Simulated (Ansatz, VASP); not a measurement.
**MgS: VASP beside Ansatz**

INCAR

```
SYSTEM = MgS
PREC = Accurate
ENCUT = 520
EDIFF = 1E-6
ISMEAR = 0
SIGMA = 0.1
LREAL = .FALSE.
LASPH = .TRUE.
NELM = 100
ALGO = Normal
ISIF = 2
LWAVE = .FALSE.
LCHARG = .FALSE.
GGA = PS
NBANDS = 16
```

File KPOINTS:

```
Automatic mesh
0
G
  6 6 4
  0 0 0
```

The input POSCAR:

```
MgS
1.0
    3.7155456544      0.0000000000      0.0000000000
   -1.8577728273      3.2177569256      0.0000000000
    0.0000000000      0.0000000000      5.0979784373
Mg S
2 2
Direct
    0.3333333300      0.6666666700      0.0322628028
    0.6666666700      0.3333333300      0.5322628028
    0.3333333300      0.6666666700      0.3723371972
    0.6666666700      0.3333333300      0.8723371972
```

Input for Ansatz:

```yaml
crystal:
  lattice:
    - [3.7155456544, 0.0, 0.0]
    - [-1.8577728273, 3.2177569256, 0.0]
    - [0.0, 0.0, 5.0979784373]
  atoms:
    - { symbol: Mg, position: [0.33333333, 0.66666667, 0.0322628028] }
    - { symbol: Mg, position: [0.66666667, 0.33333333, 0.5322628028] }
    - { symbol: S, position: [0.33333333, 0.66666667, 0.3723371972] }
    - { symbol: S, position: [0.66666667, 0.33333333, 0.8723371972] }
basis:
  ecutwfc: 420
kpoints:
  mp_grid: { grid: [6, 6, 4] }
hamiltonian:
  xc: pbesol
scf:
  occupations: { method: gaussian, width: 0.1 }
output:
  forces: true
  stress: true
  eigenvalues: true
```

Alike in both runs: task single point; functional PBEsol; k mesh 6 × 6 × 4; occupations gaussian, width 0.1 eV; no spin polarisation.

|  | VASP | Ansatz |
| --- | --- | --- |
| version | VASP 6.6.1 | Ansatz 0.2.0 |
| potentials or method | VASP PAW PBE potentials, release 64 (Mg, S), cutoff 520 eV | scalar-relativistic, plane waves, PAW |
| valence electrons in the cell | 16 | 32 |

```csv
,VASP,Ansatz,Ansatz less VASP
gap on the k mesh at the Fermi level (eV),3.56,3.52,-0.041
least direct gap on the mesh (eV),4.45,4.39,-0.060
pressure (GPa),76.7,74.2,-2.52
"traceless stress, the component that is largest in VASP (GPa)",105.17,101.12,-4.046
rms of the force components (eV/Å),9.645,9.247,-0.3971
```

VASP's potentials were made for PBE, not for PBEsol. Atom by atom the forces differ by 0.397 eV/Å (rms over components). Both programs put the cell under a high pressure, so it lies far from rest at this level. VASP's potentials hold 16 valence electrons a cell and Ansatz's 32, so a difference there can come from the potentials and not from the codes.

Noted on VASP's run: the cell as given lies far from equilibrium.
